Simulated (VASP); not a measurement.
# TiO2 (Pbcn) in VASP: single point with r2SCAN

Aim: the single point of TiO2 with r2SCAN.

Everything below comes from runs of VASP 6.6.1. Logs are shortened: lines on timing, memory, paths and dates and some standing lists are left out, and cuts for length are marked.

### Step 1. The cell of the first run

Symmetry: Pbcn, No. 60, orthorhombic system. Conventional cell: a = 4.552 Å, b = 5.524 Å, c = 4.899 Å, α = 90.00°, β = 90.00°, γ = 90.00°. Ti (site symmetry 2) has 6 O at 1.87 to 2.10 Å within 2.5 Å. O (site symmetry 1) has 3 Ti at 1.87 to 2.10 Å and 12 O at 2.58 to 2.97 Å within 3.0 Å.

### Step 2. Single point, r2SCAN

POSCAR reads:

```
TiO2
1.0
    4.5518376368      0.0000000000      0.0000000000
    0.0000000000      5.5238101384      0.0000000000
    0.0000000000      0.0000000000      4.8994662162
Ti O
4 8
Direct
    0.5000000000      0.6758658842      0.7500000000
    0.0000000000      0.8241341158      0.2500000000
    0.5000000000      0.3241341158      0.2500000000
    0.0000000000      0.1758658842      0.7500000000
    0.7286889673      0.6185690396      0.0809216349
    0.2286889673      0.8814309604      0.9190783651
    0.7713110327      0.8814309604      0.5809216349
    0.2713110327      0.6185690396      0.4190783651
    0.7286889673      0.3814309604      0.5809216349
    0.2286889673      0.1185690396      0.4190783651
    0.7713110327      0.1185690396      0.0809216349
    0.2713110327      0.3814309604      0.9190783651
```

INCAR.step1 reads:

```
SYSTEM = TiO2
PREC = Accurate
ENCUT = 520
ISMEAR = 0
SIGMA = 0.02
LREAL = .FALSE.
LASPH = .TRUE.
NELM = 80
NBANDS = 60
GGA = PE
ALGO = Normal
EDIFF = 1E-4
LWAVE = .TRUE.
LCHARG = .FALSE.
```

INCAR.step2 reads:

```
SYSTEM = TiO2
PREC = Accurate
ENCUT = 520
EDIFF = 1E-6
ISMEAR = 0
SIGMA = 0.02
LREAL = .FALSE.
LASPH = .TRUE.
NELM = 80
ALGO = Normal
ISIF = 2
LWAVE = .FALSE.
LCHARG = .TRUE.
METAGGA = R2SCAN
LMIXTAU = .TRUE.
LELF = .TRUE.
LVHAR = .TRUE.
NBANDS = 60
ISTART = 1
```

KPOINTS reads:

```
regular mesh
0
G
  6 4 6
  0 0 0
```

Potentials or basis: VASP PAW PBE potentials, release 64 (Ti_sv, O).

The run is started by

```sh
cat potpaw_PBE.64/Ti_sv/POTCAR potpaw_PBE.64/O/POTCAR > POTCAR
cp INCAR.step1 INCAR
mpirun -np 1 vasp_std > vasp.out
cp INCAR.step2 INCAR
mpirun -np 1 vasp_std > vasp.out
```

OUTCAR:

```text
SYSTEM = TiO2
   PREC = Accurate
   ENCUT = 520
   EDIFF = 1E-6
   ISMEAR = 0
   LREAL = .FALSE.
   LASPH = .TRUE.
   NELM = 80
   ISIF = 2
   METAGGA = R2SCAN
   ISTART = 1

 ion  position               nearest neighbor table
   1  0.500  0.676  0.750-   6 1.87   7 1.87   5 1.95   8 1.95   9 2.10  12 2.10
   2  0.000  0.824  0.250-   5 1.87   8 1.87   7 1.95   6 1.95  10 2.10  11 2.10
   3  0.500  0.324  0.250-  10 1.87  11 1.87   9 1.95  12 1.95   5 2.10   8 2.10
   4  0.000  0.176  0.750-   9 1.87  12 1.87  11 1.95  10 1.95   6 2.10   7 2.10
   5  0.729  0.619  0.081-   2 1.87   1 1.95   3 2.10
   6  0.229  0.881  0.919-   1 1.87   2 1.95   4 2.10
   7  0.771  0.881  0.581-   1 1.87   2 1.95   4 2.10
   8  0.271  0.619  0.419-   2 1.87   1 1.95   3 2.10
   9  0.729  0.381  0.581-   4 1.87   3 1.95   1 2.10
  10  0.229  0.119  0.419-   3 1.87   4 1.95   2 2.10
  11  0.771  0.119  0.081-   3 1.87   4 1.95   2 2.10
  12  0.271  0.381  0.919-   4 1.87   3 1.95   1 2.10

  LATTYP: Found a simple orthorhombic cell.
 ALAT       =     4.5518376368
 B/A-ratio  =     1.0763710411
 C/A-ratio  =     1.2135340887

  Lattice vectors:

 A1 = (  -4.5518376368,   0.0000000000,   0.0000000000)
 A2 = (   0.0000000000,   0.0000000000,   4.8994662162)
 A3 = (   0.0000000000,   5.5238101384,   0.0000000000)

Analysis of symmetry for initial positions (statically):
=====================================================================
 Subroutine PRICEL returns:
 Original cell was already a primitive cell.

 Routine SETGRP: Setting up the symmetry group for a
 simple orthorhombic supercell.

 Subroutine GETGRP returns: Found  8 space group operations
 (whereof  2 operations were pure point group operations)
 out of a pool of  8 trial point group operations.

The static configuration has the point symmetry S_2 .
 The point group associated with its full space group is D_2h.

Analysis of symmetry for dynamics (positions and initial velocities):
=====================================================================
 Subroutine PRICEL returns:
 Original cell was already a primitive cell.

 Routine SETGRP: Setting up the symmetry group for a
 simple orthorhombic supercell.

 Subroutine GETGRP returns: Found  8 space group operations
 (whereof  2 operations were pure point group operations)
 out of a pool of  8 trial point group operations.

The dynamic configuration has the point symmetry S_2 .
[... 130 lines left out ...]
   PSTRESS=    0.0 pullay stress
   NELECT =      96.0000    total number of electrons
   NUPDOWN=      -1.0000    fix difference up-down
   EMIN   =  10.00;   EMAX   =-10.00  energy-range for DOS
   EFERMI =   0.00;   METHOD = LEGACY
   ISMEAR =     0;   SIGMA  =   0.02  broadening in eV -4-tet -1-fermi 0-gaus
   EFERMI_NEDOS =   21; number of points for ismear=-14 and -15
   IALGO  =     38    algorithm
   IMIX   =      4    mixing-type and parameters
     AMIX     =   0.40;   BMIX     =  1.00
     AMIX_MAG =   1.60;   BMIX_MAG =  1.00
  volume/ion in A,a.u.               =      10.27        69.28
  Fermi-wavevector in a.u.,A,eV,Ry     =   1.506516  2.846903 30.879663  2.269591
  Thomas-Fermi vector in A             =   2.617223
   LORBIT       =      0    0 simple, 1 ext, 2 COOP (PROOUT), +10 PAW based schemes
   METAGGA = R2SCAN    functional components
   LHFCALC =     F    Hartree Fock is set to
   AEXX    =    0.0000 exact exchange contribution
   IVDW    =     0    specifies the selected vdW correction
   LEPSILON=     F    determine dielectric tensor
   LRPA    =     F    only Hartree local field effects (RPA)
 non-spin polarized calculation
 Gauss-broadening in eV      SIGMA  =   0.02
  energy-cutoff  :      520.00
  volume of cell :      123.19
 maximum number of plane-waves:      3336
 NGX is ok and might be reduce to    36
   NGX = 17   NGY = 21   NGZ = 19

 number of electron      96.0000006 magnetization

 Free energy of the ion-electron system (eV)
  ---------------------------------------------------
  ext. energy  EPLUGINS =         0.00000000
  ---------------------------------------------------
  free energy    TOTEN  =      -139.63183828 eV

  energy without entropy =     -139.63183828  energy(sigma->0) =     -139.63183828

 E-fermi :   4.5176     XC(G=0): -12.2644

 val. band max:        4.2858607865   @ k =   0.0000   0.0000   0.0000
 cond. band min:       7.3352033010   @ k =   0.0000   0.0000   0.5000
 fundamental gap:      3.0493425145
 Fermi energy:         4.5175736139

 k-point     1 :       0.0000    0.0000    0.0000
  band No.  band energies     occupation
      1     -54.3165      2.00000
      2     -54.2932      2.00000
      3     -54.2878      2.00000
      4     -54.2812      2.00000
      5     -29.7116      2.00000
      6     -29.6296      2.00000
[... 1501 lines left out ...]
     59       8.8100      0.00000
     60       8.8100      0.00000

 [... further k-points ...]

------------------------ aborting loop because EDIFF is reached ----------------------------------------

  FORCE on cell =-STRESS in cart. coord.  units (eV):
  Direction    XX          YY          ZZ          XY          YZ          ZX
  --------------------------------------------------------------------------------------
  -------------------------------------------------------------------------------------
  Total        0.3153427      0.0511919      0.3994023      0.0000000      0.0000000     -0.0000000
  in kB        4.1012763      0.6657905      5.1945367      0.0000000      0.0000000     -0.0000000
  external PRESSURE =       3.3205345 kB  Pullay stress =       0.0000000 kB

 VOLUME and BASIS-vectors are now :
 -----------------------------------------------------------------------------
  energy-cutoff  :      520.00
  volume of cell :      123.19
      direct lattice vectors                 reciprocal lattice vectors
     4.551837637  0.000000000  0.000000000     0.219691492  0.000000000  0.000000000
     0.000000000  5.523810138  0.000000000     0.000000000  0.181034463  0.000000000
     0.000000000  0.000000000  4.899466216     0.000000000  0.000000000  0.204103867

 POSITION                                       TOTAL-FORCE (eV/Angst)
 -----------------------------------------------------------------------------------
      2.27592      3.73335      3.67460        -0.000000     -0.107822     -0.000000
      0.00000      4.55236      1.22487        -0.000000      0.107822     -0.000000
      2.27592      1.79046      1.22487        -0.000000      0.107822      0.000000
      0.00000      0.97145      3.67460        -0.000000     -0.107822      0.000000
      3.31687      3.41686      0.39647        -0.026954     -0.065784     -0.000828
      1.04096      4.86886      4.50299        -0.026954      0.065784      0.000828
      3.51088      4.86886      2.84621         0.026954      0.065784     -0.000828
      1.23496      3.41686      2.05326         0.026954     -0.065784      0.000828
      3.31687      2.10695      2.84621        -0.026954      0.065784     -0.000828
      1.04096      0.65495      2.05326        -0.026954     -0.065784      0.000828
      3.51088      0.65495      0.39647         0.026954     -0.065784     -0.000828
      1.23496      2.10695      4.50299         0.026954      0.065784      0.000828
 -----------------------------------------------------------------------------------
    total drift:                               -0.000000      0.000000      0.000000

  FREE ENERGIE OF THE ION-ELECTRON SYSTEM (eV)
  ---------------------------------------------------
  free  energy   TOTEN  =      -139.6318382759 eV

  energy  without entropy=     -139.6318382759  energy(sigma->0) =     -139.63183828
```

OSZICAR.step1:

```text
N       E                     dE             d eps       ncg     rms          rms(c)
DAV:   1     0.152500533015E+04    0.15250E+04   -0.47621E+04  5760   0.192E+03
DAV:   2     0.181655088805E+03   -0.13434E+04   -0.12721E+04  5824   0.596E+02
DAV:   3    -0.118977868880E+03   -0.30063E+03   -0.29073E+03  7340   0.244E+02
DAV:   4    -0.140896949514E+03   -0.21919E+02   -0.21861E+02  8408   0.720E+01
DAV:   5    -0.142105197820E+03   -0.12082E+01   -0.12077E+01  8896   0.138E+01    0.448E+01
DAV:   6    -0.108332612815E+03    0.33773E+02   -0.20694E+02  7940   0.987E+01    0.173E+01
DAV:   7    -0.107804469262E+03    0.52814E+00   -0.33104E+01  7704   0.334E+01    0.114E+01
DAV:   8    -0.107763927118E+03    0.40542E-01   -0.80027E+00  7396   0.199E+01    0.623E+00
DAV:   9    -0.107346213645E+03    0.41771E+00   -0.26537E+00  7496   0.109E+01    0.143E+00
DAV:  10    -0.107371848591E+03   -0.25635E-01   -0.19645E-01  6852   0.248E+00    0.667E-01
DAV:  11    -0.107363536483E+03    0.83121E-02   -0.34286E-02  7232   0.969E-01    0.118E-01
DAV:  12    -0.107363908268E+03   -0.37178E-03   -0.20475E-03  6420   0.297E-01    0.159E-01
DAV:  13    -0.107363628990E+03    0.27928E-03   -0.89949E-04  5804   0.183E-01    0.277E-02
DAV:  14    -0.107363629579E+03   -0.58856E-06   -0.73897E-05  3172   0.597E-02
   1 F= -.10736363E+03 E0= -.10736363E+03  d E =-.157565E-63
```

Wall time 9.5 min (1 thread of Intel Xeon 6975P-C (Granite Rapids), shared host); peak memory 0.4 GiB.

Results:

```
Free energy            : -139.6318 eV
Pressure               : 0.3 GPa
Largest force          : 0.108 eV/Å
Band gap on the k mesh : 3.05 eV (least direct gap 3.08 eV)
```

Forces on the atoms (eV/Å):
```
Ti   0.000 -0.108  0.000
Ti   0.000  0.108  0.000
Ti   0.000  0.108  0.000
Ti   0.000 -0.108  0.000
O   -0.027 -0.066 -0.001
O   -0.027  0.066  0.001
O    0.027  0.066 -0.001
O    0.027 -0.066  0.001
O   -0.027  0.066 -0.001
O   -0.027 -0.066  0.001
O    0.027 -0.066 -0.001
O    0.027  0.066  0.001
```

Levels at points of the mesh, in eV from the valence-band top:
| k point | band 46 | band 47 | band 48 | band 49 | band 50 | band 51 |
| --- | --- | --- | --- | --- | --- | --- |
| (0.00, 0.00, 0.00) | -0.44 | -0.02 | 0.00 | 3.08 | 3.11 | 3.23 |
| (0.50, 0.00, 0.00) | -0.49 | -0.25 | -0.25 | 3.54 | 3.54 | 3.68 |
| (0.00, 0.50, 0.00) | -1.23 | -0.13 | -0.13 | 3.20 | 3.20 | 3.62 |
| (0.50, 0.50, 0.00) | -0.54 | -0.36 | -0.36 | 3.41 | 3.41 | 3.42 |
| (0.00, 0.00, 0.50) | -0.40 | -0.29 | -0.29 | 3.05 | 3.05 | 3.48 |
| (0.50, 0.00, 0.50) | -0.52 | -0.52 | -0.52 | 3.40 | 3.40 | 3.40 |
| (0.00, 0.50, 0.50) | -0.43 | -0.43 | -0.43 | 3.33 | 3.33 | 3.33 |
| (0.50, 0.50, 0.50) | -0.82 | -0.82 | -0.82 | 3.43 | 3.43 | 3.43 |

Caveat: the PAW data sets were made with another functional, which shifts forces and pressure a little. A k mesh can miss the band edges.
